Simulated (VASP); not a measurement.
# SrO (F-43m) in VASP: single point with PBE

Aim: the single point of SrO with PBE.

Everything below comes from runs of VASP 6.6.1. Logs are shortened: lines on timing, memory, paths and dates and some standing lists are left out, and cuts for length are marked.

## 1. The cell of the first run

The structure is cubic, space group F-43m (No. 216). The conventional cell has a = 5.613 Å, b = 5.613 Å, c = 5.613 Å, α = 90.00°, β = 90.00°, γ = 90.00°. Within 3.2 Å of Sr (site symmetry -43m) lie 4 O at 2.43 Å. O (site symmetry -43m) has 4 Sr at 2.43 Å within 3.2 Å.

## 2. Single point, PBE

The input, INCAR:

```
SYSTEM = SrO
PREC     = Accurate       ! precision mode
ENCUT    = 520            ! plane-wave cutoff, eV
EDIFF    = 1E-7           ! SCF threshold, eV
ISMEAR   = 0              ! smearing method
SIGMA    = 0.05           ! smearing width, eV
LREAL    = .FALSE.        ! projectors in reciprocal space
LASPH    = .TRUE.         ! aspherical terms in the spheres
NELM     = 100            ! most SCF steps
ALGO     = Normal         ! electronic algorithm
ISIF     = 2              ! what is computed and relaxed
LWAVE    = .FALSE.        ! write WAVECAR
LCHARG   = .FALSE.        ! write CHGCAR
GGA      = PE             ! functional
NBANDS   = 15             ! bands
```

The input, KPOINTS:

```
Automatic mesh
0
G
  10 10 10
  0 0 0
```

The input, POSCAR:

```
SrO
1.0
    0.0000000000      2.8066285720      2.8066285720
    2.8066285720      0.0000000000      2.8066285720
    2.8066285720      2.8066285720      0.0000000000
Sr O
1 1
Direct
    0.0000000000      0.0000000000      0.0000000000
    0.2500000000      0.2500000000      0.2500000000
```

Potentials or basis: VASP PAW PBE potentials, release 64 (Sr_sv, O).

The run is started by

```bash
cat potpaw_PBE.64/Sr_sv/POTCAR potpaw_PBE.64/O/POTCAR > POTCAR
mpirun -np 1 vasp_std > vasp.out
```

OUTCAR:

```text
SYSTEM = SrO
   PREC = Accurate
   ENCUT = 520
   EDIFF = 1E-7
   ISMEAR = 0
   LREAL = .FALSE.
   LASPH = .TRUE.
   NELM = 100
   ISIF = 2
   GGA = PE

 ion  position               nearest neighbor table
   1  0.000  0.000  0.000-   2 2.43   2 2.43   2 2.43   2 2.43
   2  0.250  0.250  0.250-   1 2.43   1 2.43   1 2.43   1 2.43

  LATTYP: Found a face centered cubic cell.
 ALAT       =     5.6132571440

  Lattice vectors:

 A1 = (   0.0000000000,   2.8066285720,   2.8066285720)
 A2 = (   2.8066285720,   0.0000000000,   2.8066285720)
 A3 = (   2.8066285720,   2.8066285720,   0.0000000000)

Analysis of symmetry for initial positions (statically):
=====================================================================
 Subroutine PRICEL returns:
 Original cell was already a primitive cell.

 Routine SETGRP: Setting up the symmetry group for a
 face centered cubic supercell.

 Subroutine GETGRP returns: Found 24 space group operations
 (whereof 24 operations were pure point group operations)
 out of a pool of 48 trial point group operations.

The static configuration has the point symmetry T_d .

Analysis of symmetry for dynamics (positions and initial velocities):
=====================================================================
 Subroutine PRICEL returns:
 Original cell was already a primitive cell.

 Routine SETGRP: Setting up the symmetry group for a
 face centered cubic supercell.

 Subroutine GETGRP returns: Found 24 space group operations
 (whereof 24 operations were pure point group operations)
 out of a pool of 48 trial point group operations.

The dynamic configuration has the point symmetry T_d .

 Subroutine INISYM returns: Found 24 space group operations
 (whereof 24 operations are pure point group operations),
 and found     1 'primitive' translations

----------------------------------------------------------------------------------------

                                     Primitive cell

  volume of cell :      44.2165

  direct lattice vectors                    reciprocal lattice vectors
     0.000000000  2.806628572  2.806628572    -0.178149686  0.178149686  0.178149686
     2.806628572  0.000000000  2.806628572     0.178149686 -0.178149686  0.178149686
     2.806628572  2.806628572  0.000000000     0.178149686  0.178149686 -0.178149686

  length of vectors
     3.969172191  3.969172191  3.969172191     0.308564308  0.308564308  0.308564308

  position of ions in fractional coordinates (direct lattice)
     0.000000000  0.000000000  0.000000000
     0.250000000  0.250000000  0.250000000

  ion indices of the primitive-cell ions
   primitive index   ion index
[... 82 lines left out ...]
   POTIM  = 0.5000    time-step for ionic-motion
   TEBEG  =    0.0;   TEEND  =   0.0 temperature during run
   PSTRESS=    0.0 pullay stress
   NELECT =      16.0000    total number of electrons
   NUPDOWN=      -1.0000    fix difference up-down
   EMIN   =  10.00;   EMAX   =-10.00  energy-range for DOS
   EFERMI =   0.00;   METHOD = LEGACY
   ISMEAR =     0;   SIGMA  =   0.05  broadening in eV -4-tet -1-fermi 0-gaus
   EFERMI_NEDOS =   21; number of points for ismear=-14 and -15
   IALGO  =     38    algorithm
   IMIX   =      4    mixing-type and parameters
     AMIX     =   0.40;   BMIX     =  1.00
     AMIX_MAG =   1.60;   BMIX_MAG =  1.00
  volume/ion in A,a.u.               =      22.11       149.19
  Fermi-wavevector in a.u.,A,eV,Ry     =   1.166594  2.204544 18.516747  1.360942
  Thomas-Fermi vector in A             =   2.303106
   LORBIT       =      0    0 simple, 1 ext, 2 COOP (PROOUT), +10 PAW based schemes
   GGA     = PE    functional components
   LHFCALC =     F    Hartree Fock is set to
   AEXX    =    0.0000 exact exchange contribution
   IVDW    =     0    specifies the selected vdW correction
   LEPSILON=     F    determine dielectric tensor
   LRPA    =     F    only Hartree local field effects (RPA)
 non-spin polarized calculation
 Gauss-broadening in eV      SIGMA  =   0.05
  energy-cutoff  :      520.00
  volume of cell :       44.22
 maximum number of plane-waves:      1243
 NGX is ok and might be reduce to    30
   NGX = 15   NGY = 15   NGZ = 15

 number of electron      16.0000004 magnetization

 Free energy of the ion-electron system (eV)
  ---------------------------------------------------
  ext. energy  EPLUGINS =         0.00000000
  ---------------------------------------------------
  free energy    TOTEN  =       -11.76560997 eV

  energy without entropy =      -11.76560997  energy(sigma->0) =      -11.76560997

 E-fermi :   0.4685     XC(G=0):  -8.5603

 val. band max:        0.2255926720   @ k =  -0.3000   0.5000   0.2000
 cond. band min:       2.7110106403   @ k =   0.0000   0.0000   0.0000
 fundamental gap:      2.4854179683
 Fermi energy:         0.4685355374

 k-point     1 :       0.0000    0.0000    0.0000
  band No.  band energies     occupation
      1     -32.0414      2.00000
      2     -14.5273      2.00000
      3     -13.9355      2.00000
      4     -13.9355      2.00000
      5     -13.9355      2.00000
      6      -0.5887      2.00000
      7      -0.5887      2.00000
      8      -0.5887      2.00000
      9       2.7110      0.00000
     10       8.2122      0.00000
     11       8.2122      0.00000
     12       9.5148      0.00000
     13       9.5148      0.00000
     14       9.5148      0.00000
[... 401 lines left out ...]
      2     -15.8098      2.00000
      3     -14.1277      2.00000
      4     -14.0998      2.00000
      5     -12.7181      2.00000
      6      -1.0688      2.00000
      7       0.0041      2.00000
      8       0.0147      2.00000
      9       5.0554      0.00000
     10       5.8975      0.00000
     11       9.1296      0.00000
     12       9.5221      0.00000
     13      10.1763      0.00000
     14      10.3650      0.00000
     15      13.4152      0.00000

 [... further k-points ...]
[... 5 lines left out ...]
  --------------------------------------------------------------------------------------
  -------------------------------------------------------------------------------------
  Total        0.1204474      0.1204474      0.1204474      0.0000000      0.0000000      0.0000000
  in kB        4.3643861      4.3643861      4.3643861      0.0000000      0.0000000      0.0000000
  external PRESSURE =       4.3643861 kB  Pullay stress =       0.0000000 kB

 VOLUME and BASIS-vectors are now :
 -----------------------------------------------------------------------------
  energy-cutoff  :      520.00
  volume of cell :       44.22
      direct lattice vectors                 reciprocal lattice vectors
     0.000000000  2.806628572  2.806628572    -0.178149686  0.178149686  0.178149686
     2.806628572  0.000000000  2.806628572     0.178149686 -0.178149686  0.178149686
     2.806628572  2.806628572  0.000000000     0.178149686  0.178149686 -0.178149686

 POSITION                                       TOTAL-FORCE (eV/Angst)
 -----------------------------------------------------------------------------------
      0.00000      0.00000      0.00000        -0.000000      0.000000     -0.000000
      1.40331      1.40331      1.40331         0.000000     -0.000000      0.000000
 -----------------------------------------------------------------------------------
    total drift:                               -0.000000     -0.000000     -0.000000

  FREE ENERGIE OF THE ION-ELECTRON SYSTEM (eV)
  ---------------------------------------------------
  free  energy   TOTEN  =       -11.7656099720 eV

  energy  without entropy=      -11.7656099720  energy(sigma->0) =      -11.76560997
```

OSZICAR:

```text
N       E                     dE             d eps       ncg     rms          rms(c)
DAV:   1     0.739676461845E+02    0.73968E+02   -0.81588E+03  1410   0.101E+03
DAV:   2    -0.107267260762E+02   -0.84694E+02   -0.77293E+02  1917   0.213E+02
DAV:   3    -0.148006404574E+02   -0.40739E+01   -0.40513E+01  1864   0.438E+01
DAV:   4    -0.148976524955E+02   -0.97012E-01   -0.97001E-01  1833   0.640E+00
DAV:   5    -0.148996679055E+02   -0.20154E-02   -0.20154E-02  1934   0.701E-01    0.172E+01
DAV:   6    -0.119761652513E+02    0.29235E+01   -0.10374E+01  1410   0.223E+01    0.185E+01
DAV:   7    -0.117843622210E+02    0.19180E+00   -0.60411E-01  1508   0.622E+00    0.932E+00
DAV:   8    -0.117541093530E+02    0.30253E-01   -0.15622E-01  1648   0.361E+00    0.151E+00
DAV:   9    -0.117620779590E+02   -0.79686E-02   -0.69857E-03  1898   0.641E-01    0.335E-01
DAV:  10    -0.117654183562E+02   -0.33404E-02   -0.27787E-03  1466   0.342E-01    0.597E-02
DAV:  11    -0.117655446807E+02   -0.12632E-03   -0.14193E-04  1746   0.752E-02    0.621E-02
DAV:  12    -0.117656105171E+02   -0.65836E-04   -0.80396E-05  1466   0.598E-02    0.887E-03
DAV:  13    -0.117656097464E+02    0.77071E-06   -0.14456E-06  1826   0.119E-02    0.587E-03
DAV:  14    -0.117656099136E+02   -0.16725E-06   -0.79080E-07  1536   0.655E-03    0.214E-03
DAV:  15    -0.117656099720E+02   -0.58437E-07   -0.49065E-08  1405   0.200E-03
   1 F= -.11765610E+02 E0= -.11765610E+02  d E =-.273626E-13
```

stdout:

```text
POSCAR found type information on POSCAR SrO
 POSCAR found :  2 types and       2 ions
 scaLAPACK will be used
 LDA part: xc-table for (Slater+PW92), standard interpolation
 POSCAR, INCAR and KPOINTS ok, starting setup
 FFT: planning ... GRIDC
 FFT: planning ... GRID_SOFT
 FFT: planning ... GRID
 WAVECAR not read
 entering main loop
```

It took 18 s on 1 thread of AMD EPYC 9R45 (Zen 5), shared host; peak memory 0.15 GiB.

Results:

- Free energy: -11.7656 eV
- Pressure: 0.4 GPa
- Band gap on the k mesh: 2.49 eV, indirect (least direct gap 3.30 eV)
